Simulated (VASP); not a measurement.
# AlP (F-43m) in VASP: notebook, part 3 of 4

VASP 6.6.1. Earlier steps stand in the parts before.

**5. Relaxation of cell and atoms, LDA, target pressure 10 GPa, at which the enthalpy is minimised**

INCAR

```
  PREC = Accurate
  ENCUT = 500
  EDIFF = 1E-7
  ISMEAR = 0
  SIGMA = 0.01
  LREAL = F
  LASPH = T
  NELM = 120
  ALGO = Normal
  ISIF = 3
  LWAVE = F
  LCHARG = F
  IBRION = 2
  NSW = 100
  EDIFFG = -0.002
  PSTRESS = 100.0
  GGA_COMPAT = F
  NELMIN = 4
```

KPOINTS

```
Automatic mesh
0
Gamma
  8 8 8
```

POSCAR

```
AlP
1.0
    0.0000000000      2.7169254661      2.7169254661
    2.7169254661      0.0000000000      2.7169254661
    2.7169254661      2.7169254661      0.0000000000
Al P
1 1
Direct
    0.0000000000      0.0000000000      0.0000000000
    0.7500000000      0.7500000000      0.7500000000
```

Potentials or basis: VASP PAW LDA potentials, release 64 (Al, P).

Command:

```sh
$ cat potpaw_LDA.64/Al/POTCAR potpaw_LDA.64/P/POTCAR > POTCAR
$ mpirun -np 1 vasp_std > vasp.out
```

OUTCAR:

```text
PREC = Accurate
   ENCUT = 500
   EDIFF = 1E-7
   ISMEAR = 0
   LREAL = F
   LASPH = T
   NELM = 120
   ISIF = 3
   IBRION = 2
   NSW = 100
   EDIFFG = -0.002
   PSTRESS = 100.0
   NELMIN = 4

 ion  position               nearest neighbor table
   1  0.000  0.000  0.000-   2 2.35   2 2.35   2 2.35   2 2.35
   2  0.750  0.750  0.750-   1 2.35   1 2.35   1 2.35   1 2.35

  LATTYP: Found a face centered cubic cell.
 ALAT       =     5.4338509322

  Lattice vectors:

 A1 = (   0.0000000000,   2.7169254661,   2.7169254661)
 A2 = (   2.7169254661,   0.0000000000,   2.7169254661)
 A3 = (   2.7169254661,   2.7169254661,   0.0000000000)

Analysis of symmetry for initial positions (statically):
=====================================================================
 Subroutine PRICEL returns:
 Original cell was already a primitive cell.

 Routine SETGRP: Setting up the symmetry group for a
 face centered cubic supercell.

 Subroutine GETGRP returns: Found 24 space group operations
 (whereof 24 operations were pure point group operations)
 out of a pool of 48 trial point group operations.

The static configuration has the point symmetry T_d .

Analysis of symmetry for dynamics (positions and initial velocities):
=====================================================================
 Subroutine PRICEL returns:
 Original cell was already a primitive cell.

 Routine SETGRP: Setting up the symmetry group for a
 face centered cubic supercell.

 Subroutine GETGRP returns: Found 24 space group operations
 (whereof 24 operations were pure point group operations)
 out of a pool of 48 trial point group operations.

The dynamic configuration has the point symmetry T_d .

 Subroutine INISYM returns: Found 24 space group operations
 (whereof 24 operations are pure point group operations),
 and found     1 'primitive' translations

----------------------------------------------------------------------------------------

                                     Primitive cell

  volume of cell :      40.1110

  direct lattice vectors                    reciprocal lattice vectors
     0.000000000  2.716925466  2.716925466    -0.184031548  0.184031548  0.184031548
     2.716925466  0.000000000  2.716925466     0.184031548 -0.184031548  0.184031548
     2.716925466  2.716925466  0.000000000     0.184031548  0.184031548 -0.184031548

  length of vectors
     3.842312842  3.842312842  3.842312842     0.318751992  0.318751992  0.318751992

  position of ions in fractional coordinates (direct lattice)
     0.000000000  0.000000000  0.000000000
     0.750000000  0.750000000  0.750000000

  ion indices of the primitive-cell ions
   primitive index   ion index
                 1           1
                 2           2

----------------------------------------------------------------------------------------

 KPOINTS: Automatic mesh

Automatic generation of k-mesh.
 Grid dimensions read from file:
 generate k-points for:    8    8    8

 Generating k-lattice:

  Cartesian coordinates                     Fractional coordinates (reciprocal lattice)
    -0.023003944  0.023003944  0.023003944     0.125000000  0.000000000  0.000000000
     0.023003944 -0.023003944  0.023003944     0.000000000  0.125000000  0.000000000
     0.023003944  0.023003944 -0.023003944     0.000000000  0.000000000  0.125000000

  Length of vectors
     0.039843999  0.039843999  0.039843999

  Shift w.r.t. Gamma in fractional coordinates (k-lattice)
     0.000000000  0.000000000  0.000000000

 Subroutine IBZKPT returns following result:
 ===========================================

 Found     29 irreducible k-points:

 Following reciprocal coordinates:
            Coordinates               Weight
  0.000000  0.000000  0.000000      1.000000
  0.125000  0.000000  0.000000      8.000000
  0.250000  0.000000  0.000000      8.000000
  0.375000  0.000000  0.000000      8.000000
  0.500000  0.000000  0.000000      4.000000
  0.125000  0.125000  0.000000      6.000000
[... 16 lines left out ...]
  0.500000  0.250000  0.125000     48.000000
 -0.375000  0.250000  0.125000     24.000000
 [... further k-points ...]
   k-points           NKPTS =     29   k-points in BZ     NKDIM =     29   number of bands    NBANDS=      8
   number of dos      NEDOS =    301   number of ions     NIONS =      2
   total plane-waves  NPLWV =  21952
   dimension x,y,z NGX =    28 NGY =   28 NGZ =   28
   dimension x,y,z NGXF=    56 NGYF=   56 NGZF=   56
   ions per type =               1   1
   NGX,Y,Z   is equivalent  to a cutoff of  12.11, 12.11, 12.11 a.u.
   NGXF,Y,Z  is equivalent  to a cutoff of  24.23, 24.23, 24.23 a.u.
 SYSTEM =  unknown system
   PREC   = accura    normal or accurate (medium, high low for compatibility)
   ISTART =      0    job   : 0-new  1-cont  2-samecut
   ICHARG =      2    charge: 1-file 2-atom 10-const
   ISPIN  =      1    spin polarized calculation?
   LNONCOLLINEAR =      F non collinear calculations
   LSORBIT =      F    spin-orbit coupling
   LASPH  =      T    aspherical Exc in radial PAW
   ENCUT  =  500.0 eV  36.75 Ry    6.06 a.u.   7.01  7.01  7.01*2*pi/ulx,y,z
   NELM   =    120;   NELMIN=  4; NELMDL= -5     # of ELM steps
   EDIFF  = 0.1E-06   stopping-criterion for ELM
   LREAL  =      F    real-space projection
   EDIFFG = -.2E-02   stopping-criterion for IOM
   NSW    =    100    number of steps for IOM
   IBRION =      2    ionic relax: 0-MD 1-quasi-New 2-CG
   NFREE  =      1    steps in history (QN), initial steepest desc. (CG)
   ISIF   =      3    stress and relaxation
   ISYM   =      2    0-nonsym 1-usesym 2-fastsym
   POTIM  = 0.5000    time-step for ionic-motion
   TEBEG  =    0.0;   TEEND  =   0.0 temperature during run
   PSTRESS=  100.0 pullay stress
   NELECT =       8.0000    total number of electrons
   NUPDOWN=      -1.0000    fix difference up-down
   EMIN   =  10.00;   EMAX   =-10.00  energy-range for DOS
   EFERMI =   0.00;   METHOD = LEGACY
   ISMEAR =     0;   SIGMA  =   0.01  broadening in eV -4-tet -1-fermi 0-gaus
   EFERMI_NEDOS =   21; number of points for ismear=-14 and -15
   IALGO  =     38    algorithm
   IMIX   =      4    mixing-type and parameters
     AMIX     =   0.40;   BMIX     =  1.00
     AMIX_MAG =   1.60;   BMIX_MAG =  1.00
  volume/ion in A,a.u.               =      20.06       135.34
  Fermi-wavevector in a.u.,A,eV,Ry     =   0.956497  1.807518 12.447796  0.914887
  Thomas-Fermi vector in A             =   2.085431
   LORBIT       =      0    0 simple, 1 ext, 2 COOP (PROOUT), +10 PAW based schemes
   GGA     = CA    functional components
   LHFCALC =     F    Hartree Fock is set to
   AEXX    =    0.0000 exact exchange contribution
   IVDW    =     0    specifies the selected vdW correction
   LEPSILON=     F    determine dielectric tensor
   LRPA    =     F    only Hartree local field effects (RPA)
 conjugate gradient relaxation of ions
 non-spin polarized calculation
 Gauss-broadening in eV      SIGMA  =   0.01
  energy-cutoff  :      500.00
  volume of cell :       40.11
 maximum number of plane-waves:      1036
   NGX = 13   NGY = 13   NGZ = 13

--------------------------------------- Ionic step        1  -------------------------------------------

 number of electron       8.0000000 magnetization

 Free energy of the ion-electron system (eV)
  ---------------------------------------------------
  ext. energy  EPLUGINS =         0.00000000
  ---------------------------------------------------
  free energy    TOTEN  =       -11.41224737 eV

  energy without entropy =      -11.41224737  energy(sigma->0) =      -11.41224737

------------------------ aborting loop because EDIFF is reached ----------------------------------------

  FORCE on cell =-STRESS in cart. coord.  units (eV):
  Direction    XX          YY          ZZ          XY          YZ          ZX
  --------------------------------------------------------------------------------------
  -------------------------------------------------------------------------------------
  Total        0.0131988      0.0131988      0.0131988     -0.0000000      0.0000000      0.0000000
  in kB        0.5272080      0.5272080      0.5272080     -0.0000000      0.0000000      0.0000000
  external PRESSURE =     -99.4727920 kB  Pullay stress =     100.0000000 kB
[... 25 lines left out ...]
--------------------------------------- Ionic step        2  -------------------------------------------

 number of electron       7.9999999 magnetization

 E-fermi :   6.5445     XC(G=0): -10.2274

 val. band max:        6.4752884438   @ k =   0.0000   0.0000   0.0000
 cond. band min:       7.4597822689   @ k =   0.5000   0.5000   0.0000
 fundamental gap:      0.9844938251
 Fermi energy:         6.5445280987

 k-point     1 :       0.0000    0.0000    0.0000
  band No.  band energies     occupation
      1      -6.2980      2.00000
      2       6.4753      2.00000
      3       6.4753      2.00000
      4       6.4753      2.00000
      5      11.2087      0.00000
      6      11.2087      0.00000
      7      11.2087      0.00000
      8      11.3672      0.00000
[... 404 lines left out ...]
--------------------------------------- Ionic step        6  -------------------------------------------

 number of electron       8.0000001 magnetization

 Free energy of the ion-electron system (eV)
  ---------------------------------------------------
  ext. energy  EPLUGINS =         0.00000000
  ---------------------------------------------------
  free energy    TOTEN  =       -11.31054199 eV

  energy without entropy =      -11.31054199  energy(sigma->0) =      -11.31054199

 E-fermi :   5.5658     XC(G=0):  -9.8540

 val. band max:        5.4716568492   @ k =   0.0000   0.0000   0.0000
 cond. band min:       6.6917754072   @ k =   0.5000   0.5000   0.0000
 fundamental gap:      1.2201185580
 Fermi energy:         5.5657938532

 k-point     1 :       0.0000    0.0000    0.0000
  band No.  band energies     occupation
      1      -6.6720      2.00000
      2       5.4717      2.00000
      3       5.4717      2.00000
      4       5.4717      2.00000
      5       9.5109      0.00000
      6      10.0861      0.00000
      7      10.0861      0.00000
      8      10.0861      0.00000
[... 286 lines left out ...]
  energy  without entropy=      -11.3105419869  energy(sigma->0) =      -11.31054199

  enthalpy is  TOTEN    =        -9.0253426415 eV   P V=        2.2851993454

 reached required accuracy - stopping structural energy minimisation
```

It took 53 s on 1 thread of Intel Xeon 8259CL, shared host; peak memory 0.14 GiB.

What came out:

| Item | Value |
| --- | --- |
| Free energy | -11.3105 eV |
| Relaxed volume | 18.31 Å³/atom |
| Relaxed cell | a = 3.727 Å, b = 3.727 Å, c = 3.727 Å, α = 60.00°, β = 60.00°, γ = 60.00° |
| Space group after relaxing (to 0.1 Å) | F-43m (No. 216) |
| Energy change on relaxing (the run minimises the enthalpy) | +50.9 meV/atom |
| Ionic steps | 6 |
| Pressure after relaxing | 10.0 GPa |
| Band gap on the k mesh | 1.22 eV (least direct gap 3.56 eV) |

Step by step:
```csv
step,energy change (eV),largest force (eV/Å),pressure (GPa),volume (Å³)
1,0.0000,0.0000,0.05,40.11
2,0.4472,0.0000,24.53,33.31
3,0.0980,0.0000,9.79,36.67
4,0.1021,0.0000,10.02,36.61
5,0.1013,0.0000,9.98,36.62
6,0.1017,0.0000,10.00,36.61
```

Final structure:
```cif
data_structure
_symmetry_space_group_name_H-M 'P 1'
_symmetry_Int_Tables_number 1
_cell_length_a 3.7272
_cell_length_b 3.7272
_cell_length_c 3.7272
_cell_angle_alpha 60.000
_cell_angle_beta 60.000
_cell_angle_gamma 60.000
_cell_volume 36.61
loop_
_atom_site_label
_atom_site_type_symbol
_atom_site_fract_x
_atom_site_fract_y
_atom_site_fract_z
_atom_site_occupancy
Al1 Al 0.00000 0.00000 0.00000 1
P1 P 0.75000 0.75000 0.75000 1
```

Levels at points of the mesh, in eV from the valence-band top:
| k point | band 1 | band 2 | band 3 | band 4 | band 5 | band 6 | band 7 | band 8 |
| --- | --- | --- | --- | --- | --- | --- | --- | --- |
| (0.00, 0.00, 0.00) | -12.14 | 0.00 | 0.00 | 0.00 | 4.04 | 4.61 | 4.61 | 4.61 |
| (0.50, 0.00, 0.00) | -10.17 | -6.08 | -0.83 | -0.83 | 3.07 | 4.75 | 4.75 | 8.35 |
| (0.50, 0.50, 0.00) | -9.39 | -5.73 | -2.34 | -2.34 | 1.22 | 2.28 | 11.78 | 11.78 |

Caveat: the cell is relaxed towards a set pressure, so the run minimises the enthalpy, not the energy. A k mesh can miss the band edges.

(Continued in part 4 of 4.)
